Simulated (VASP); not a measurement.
# CaO (Fm-3m) in VASP: single point with PBE

Aim: the single point of CaO with PBE.

Program: VASP 6.6.1. These are calculated values, not measurements. Logs are shortened: lines on timing, memory, paths and dates and some standing lists are left out, and cuts for length are marked.

### 1 The cell of the first run

Symmetry: Fm-3m, No. 225, cubic system. The conventional cell has a = 4.898 Å, b = 4.898 Å, c = 4.898 Å, α = 90.00°, β = 90.00°, γ = 90.00°. Within 3.2 Å of Ca (site symmetry m-3m) lie 6 O at 2.45 Å. Within 3.2 Å of O (site symmetry m-3m) lie 6 Ca at 2.45 Å.

### 2 Single point, PBE

File INCAR:

```
PREC = Accurate ; ENCUT = 520
EDIFF = 1E-6 ; ISMEAR = -1
SIGMA = 0.03 ; LREAL = F
LASPH = T ; NELM = 100
ALGO = Normal ; ISIF = 2
LWAVE = F ; LCHARG = F
GGA = PE ; NBANDS = 15
```

File KPOINTS:

```
regular mesh
0
Gamma
  9 9 9
```

File POSCAR:

```
CaO
1.0
    0.0000000000      2.4490000000      2.4490000000
    2.4490000000      0.0000000000      2.4490000000
    2.4490000000      2.4490000000      0.0000000000
Ca O
1 1
Direct
    0.0000000000      0.0000000000      0.0000000000
    0.5000000000      0.5000000000      0.5000000000
```

Potentials or basis: VASP PAW PBE potentials, release 64 (Ca_sv, O).

Command:

```bash
$ cat potpaw_PBE.64/Ca_sv/POTCAR potpaw_PBE.64/O/POTCAR > POTCAR
$ mpirun -np 1 vasp_std > vasp.out
```

OUTCAR:

```text
PREC = Accurate
   ENCUT = 520
   EDIFF = 1E-6
   ISMEAR = -1
   LREAL = F
   LASPH = T
   NELM = 100
   ISIF = 2
   GGA = PE

 ion  position               nearest neighbor table
   1  0.000  0.000  0.000-   2 2.45   2 2.45   2 2.45   2 2.45   2 2.45   2 2.45
   2  0.500  0.500  0.500-   1 2.45   1 2.45   1 2.45   1 2.45   1 2.45   1 2.45

  LATTYP: Found a face centered cubic cell.
 ALAT       =     4.8980000000

  Lattice vectors:

 A1 = (   0.0000000000,   2.4490000000,   2.4490000000)
 A2 = (   2.4490000000,   0.0000000000,   2.4490000000)
 A3 = (   2.4490000000,   2.4490000000,   0.0000000000)

Analysis of symmetry for initial positions (statically):
=====================================================================
 Subroutine PRICEL returns:
 Original cell was already a primitive cell.

 Routine SETGRP: Setting up the symmetry group for a
 face centered cubic supercell.

 Subroutine GETGRP returns: Found 48 space group operations
 (whereof 48 operations were pure point group operations)
 out of a pool of 48 trial point group operations.

The static configuration has the point symmetry O_h .

Analysis of symmetry for dynamics (positions and initial velocities):
=====================================================================
 Subroutine PRICEL returns:
 Original cell was already a primitive cell.

 Routine SETGRP: Setting up the symmetry group for a
 face centered cubic supercell.

 Subroutine GETGRP returns: Found 48 space group operations
 (whereof 48 operations were pure point group operations)
 out of a pool of 48 trial point group operations.

The dynamic configuration has the point symmetry O_h .

 Subroutine INISYM returns: Found 48 space group operations
 (whereof 48 operations are pure point group operations),
 and found     1 'primitive' translations

----------------------------------------------------------------------------------------

                                     Primitive cell

  volume of cell :      29.3762

  direct lattice vectors                    reciprocal lattice vectors
     0.000000000  2.449000000  2.449000000    -0.204164965  0.204164965  0.204164965
     2.449000000  0.000000000  2.449000000     0.204164965 -0.204164965  0.204164965
     2.449000000  2.449000000  0.000000000     0.204164965  0.204164965 -0.204164965

  length of vectors
     3.463409014  3.463409014  3.463409014     0.353624093  0.353624093  0.353624093

  position of ions in fractional coordinates (direct lattice)
     0.000000000  0.000000000  0.000000000
     0.500000000  0.500000000  0.500000000

[... 87 lines left out ...]
   NELECT =      16.0000    total number of electrons
   NUPDOWN=      -1.0000    fix difference up-down
   EMIN   =  10.00;   EMAX   =-10.00  energy-range for DOS
   EFERMI =   0.00;   METHOD = LEGACY
   ISMEAR =    -1;   SIGMA  =   0.03  broadening in eV -4-tet -1-fermi 0-gaus
   EFERMI_NEDOS =   21; number of points for ismear=-14 and -15
   IALGO  =     38    algorithm
   IMIX   =      4    mixing-type and parameters
     AMIX     =   0.40;   BMIX     =  1.00
     AMIX_MAG =   1.60;   BMIX_MAG =  1.00
  volume/ion in A,a.u.               =      14.69        99.12
  Fermi-wavevector in a.u.,A,eV,Ry     =   1.336953  2.526474 24.319632  1.787443
  Thomas-Fermi vector in A             =   2.465539
   LORBIT       =      0    0 simple, 1 ext, 2 COOP (PROOUT), +10 PAW based schemes
   GGA     = PE    functional components
   LHFCALC =     F    Hartree Fock is set to
   AEXX    =    0.0000 exact exchange contribution
   IVDW    =     0    specifies the selected vdW correction
   LEPSILON=     F    determine dielectric tensor
   LRPA    =     F    only Hartree local field effects (RPA)
 non-spin polarized calculation
  energy-cutoff  :      520.00
  volume of cell :       29.38
 maximum number of plane-waves:       809
 NGX is ok and might be reduce to    28
   NGX = 13   NGY = 13   NGZ = 13

 number of electron      16.0000005 magnetization

 Free energy of the ion-electron system (eV)
  ---------------------------------------------------
  ext. energy  EPLUGINS =         0.00000000
  ---------------------------------------------------
  free energy    TOTEN  =       -12.79487806 eV

  energy without entropy =      -12.79487806  energy(sigma->0) =      -12.79487806

 E-fermi :   2.7238     XC(G=0): -10.2028

 val. band max:        2.0390972021   @ k =   0.0000   0.0000   0.0000
 cond. band min:       5.7364975209   @ k =   0.4444   0.4444   0.0000
 fundamental gap:      3.6974003188
 Fermi energy:         2.7238117235

 k-point     1 :       0.0000    0.0000    0.0000
  band No.  band energies     occupation
      1     -35.8362      2.00000
      2     -16.6365      2.00000
      3     -16.6365      2.00000
      4     -16.6365      2.00000
      5     -13.3844      2.00000
      6       2.0391      2.00000
      7       2.0391      2.00000
      8       2.0391      2.00000
      9       6.3075      0.00000
     10       8.1200      0.00000
     11       8.1200      0.00000
     12       8.1200      0.00000
     13       9.5274      0.00000
     14       9.5274      0.00000
[... 401 lines left out ...]
      2     -17.1330      2.00000
      3     -16.8189      2.00000
      4     -16.8189      2.00000
      5     -13.1201      2.00000
      6       0.6623      2.00000
      7       1.6571      2.00000
      8       1.6571      2.00000
      9       5.7365      0.00000
     10       9.6013      0.00000
     11      10.5712      0.00000
     12      11.1237      0.00000
     13      11.1237      0.00000
     14      12.5956      0.00000
     15      15.1537      0.00000

 [... further k-points ...]

------------------------ aborting loop because EDIFF is reached ----------------------------------------

  FORCE on cell =-STRESS in cart. coord.  units (eV):
  Direction    XX          YY          ZZ          XY          YZ          ZX
  --------------------------------------------------------------------------------------
  -------------------------------------------------------------------------------------
  Total       -0.6528537     -0.6528537     -0.6528537      0.0000000      0.0000000     -0.0000000
  in kB      -35.6065658    -35.6065658    -35.6065658      0.0000000      0.0000000     -0.0000000
  external PRESSURE =     -35.6065658 kB  Pullay stress =       0.0000000 kB

 VOLUME and BASIS-vectors are now :
 -----------------------------------------------------------------------------
  energy-cutoff  :      520.00
  volume of cell :       29.38
      direct lattice vectors                 reciprocal lattice vectors
     0.000000000  2.449000000  2.449000000    -0.204164965  0.204164965  0.204164965
     2.449000000  0.000000000  2.449000000     0.204164965 -0.204164965  0.204164965
     2.449000000  2.449000000  0.000000000     0.204164965  0.204164965 -0.204164965

 POSITION                                       TOTAL-FORCE (eV/Angst)
 -----------------------------------------------------------------------------------
      0.00000      0.00000      0.00000         0.000000      0.000000      0.000000
      2.44900      2.44900      2.44900        -0.000000     -0.000000     -0.000000
 -----------------------------------------------------------------------------------
    total drift:                                0.000000      0.000000      0.000000

  FREE ENERGIE OF THE ION-ELECTRON SYSTEM (eV)
  ---------------------------------------------------
  free  energy   TOTEN  =       -12.7948780586 eV

  energy  without entropy=      -12.7948780586  energy(sigma->0) =      -12.79487806
```

Wall time 31 s (1 thread of Intel Xeon 8259CL, shared host); peak memory 0.16 GiB.

What came out:

| Property | Result |
| --- | --- |
| Free energy | -12.7949 eV |
| Pressure | -3.6 GPa |
| Band gap on the k mesh | 3.70 eV (least direct gap 4.08 eV) |

Caveat: the cell stands under tension; an odd mesh through Γ misses points on the zone boundary, where band edges can lie.
